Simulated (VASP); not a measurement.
Crystal: Al3O2.

```
CELL_PARAMETERS angstrom
4.79101 0.00000 0.00000
0.00000 4.79101 0.00000
0.00000 0.00000 3.73393
ATOMIC_POSITIONS crystal
Al 0.00000 0.50000 0.00000
Al 0.50000 0.00000 0.00000
Al 0.00000 0.00000 0.00000
O 0.50000 0.50000 0.50000
O 0.50000 0.50000 0.00000
```

* Program: VASP 6.6.1
* Task: relaxation of cell and atoms
* Functional: PBE
* Potentials or basis: VASP PAW PBE potentials, release 64 (Al, O)
* Cutoff: 600 eV
* k mesh: 8 × 8 × 10
* Occupations: gaussian, width 0.1 eV
* Spin: no spin polarisation

At the start: pressure -0.6 GPa; volume 17.14 Å³/atom.

Q: Where does the relaxation end?

A: Over 5 steps the energy falls by 2.6 meV/atom and the volume is 16.86 Å³/atom (-1.6 %); space group P4/mmm (No. 123, to 0.05 Å).

The path:
```tsv
step	energy change (eV)	largest force (eV/Å)	pressure (GPa)	volume (Å³)
1	0.0000	0.0000	-0.60	85.71
2	-0.0124	0.0000	-0.35	84.91
3	-0.0129	0.0000	-0.28	84.73
4	-0.0129	0.0000	-0.27	84.71
5	-0.0132	0.0000	0.08	84.31
```

Final structure:
```
CELL_PARAMETERS angstrom
4.79576 0.00000 0.00000
0.00000 4.79576 0.00000
0.00000 0.00000 3.66572
ATOMIC_POSITIONS crystal
Al 0.00000 0.50000 0.00000
Al 0.50000 0.00000 0.00000
Al 0.00000 0.00000 0.00000
O 0.50000 0.50000 0.50000
O 0.50000 0.50000 0.00000
```

Caveat: an odd number of electrons without spin polarisation forces a metal; a magnetic or distorted state may lie lower.
